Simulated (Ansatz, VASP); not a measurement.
Two plane-wave programs on Si

```
Si
1.0
     4.13782    0.00000    0.00000
    -2.06891    3.58346    0.00000
     0.00000    0.00000    6.07932
Si
4
Direct
  0.33333 0.66667 0.06301
  0.66667 0.33333 0.56301
  0.33333 0.66667 0.43699
  0.66667 0.33333 0.93699
```

Change from the starting cell: strain +0.080 along x and y, -0.040 along z, atoms carried along.

Alike in both runs: task single point; functional LDA; k mesh 12 × 12 × 6; occupations gaussian, width 0.03 eV; no spin polarisation.

|  | VASP | Ansatz |
| --- | --- | --- |
| version | VASP 6.6.1 | Ansatz 0.2.0 |
| potentials or method | VASP PAW LDA potentials, release 64 (Si), cutoff 520 eV | scalar-relativistic, plane waves, PAW |
| valence electrons in the cell | 16 | 16 |

VASP gave:

| Quantity | Value |
| --- | --- |
| gap on the k mesh at the Fermi level (eV) | none |
| pressure (GPa) | -8.0 |
| traceless stress, the component that is largest in VASP (GPa) | 14.30 |
| rms of the force components (eV/Å) | 0.647 |

Q: Which values does Ansatz return?

A: gap on the k mesh at the Fermi level (eV): none; pressure (GPa): -8.0; traceless stress, the component that is largest in VASP (GPa): 14.23; rms of the force components (eV/Å): 0.646.

LDA's correlation is that of Perdew and Zunger in VASP and of Perdew and Wang (1992) in Ansatz. Atom by atom the forces differ by 0.001 eV/Å (rms over components). A gap of «none» marks a metal or a gap that the smearing closes.
